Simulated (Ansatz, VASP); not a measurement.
## B in VASP and in Ansatz

File INCAR:

```
SYSTEM = B
PREC = Accurate
ENCUT = 520
EDIFF = 1E-6
ISMEAR = -1
SIGMA = 0.05
LREAL = .FALSE.
LASPH = .TRUE.
NELM = 100
ALGO = Normal
ISIF = 2
LWAVE = .FALSE.
LCHARG = .FALSE.
NBANDS = 10
```

File KPOINTS:

```
Automatic mesh
0
G
  16 16 9
  0 0 0
```

File POSCAR:

```
B
1.0
    2.1003865828      0.0000000000      0.0000000000
   -1.0501932914      1.8189881384      0.0000000000
    0.0000000000      0.0000000000      3.4026262641
B
2
Direct
    0.2333333333      0.6166666667      0.1750000000
    0.7666666667      0.3833333333      0.8250000000
```

Input for Ansatz:

```yaml
crystal:
  lattice:
    - [2.1003865828, 0.0, 0.0]
    - [-1.0501932914, 1.8189881384, 0.0]
    - [0.0, 0.0, 3.4026262641]
  atoms:
    - { symbol: B, position: [0.2333333333, 0.6166666667, 0.175] }
    - { symbol: B, position: [0.7666666667, 0.3833333333, 0.825] }
kpoints:
  mp_grid: { grid: [16, 16, 9] }
scf:
  occupations: { method: fermi_dirac, width: 0.05 }
hamiltonian:
  xc: lda
  pseudopotentials: { kind: paw }
output:
  forces: true
  stress: true
  eigenvalues: true
  populations: true
```

Change from the starting cell: shortest bond scaled by 0.7, PAW files.

Alike in both runs: task single point; functional LDA; k mesh 16 × 16 × 9; occupations fermi-dirac, width 0.05 eV; no spin polarisation.

|  | VASP | Ansatz |
| --- | --- | --- |
| version | VASP 6.6.1 | Ansatz 0.2.0 |
| potentials or method | VASP PAW LDA potentials, release 64 (B) | PAW with Ansatz's default frozen-core files, scalar-relativistic |
| plane-wave cutoff (eV) | 520 | 420 |
| valence electrons in the cell | 6 | 6 |

VASP gave:

- pressure (GPa): 27.0
- traceless stress, the component that is largest in VASP (GPa): 49.71
- rms of the force components (eV/Å): 3.412

What did Ansatz give for the same quantities?

Pressure (GPa): 26.6; traceless stress, the component that is largest in VASP (GPa): 49.74; rms of the force components (eV/Å): 3.399.

LDA's correlation is that of Perdew and Zunger in VASP and of Perdew and Wang (1992) in Ansatz. Atom by atom the forces differ by 0.013 eV/Å (rms over components).
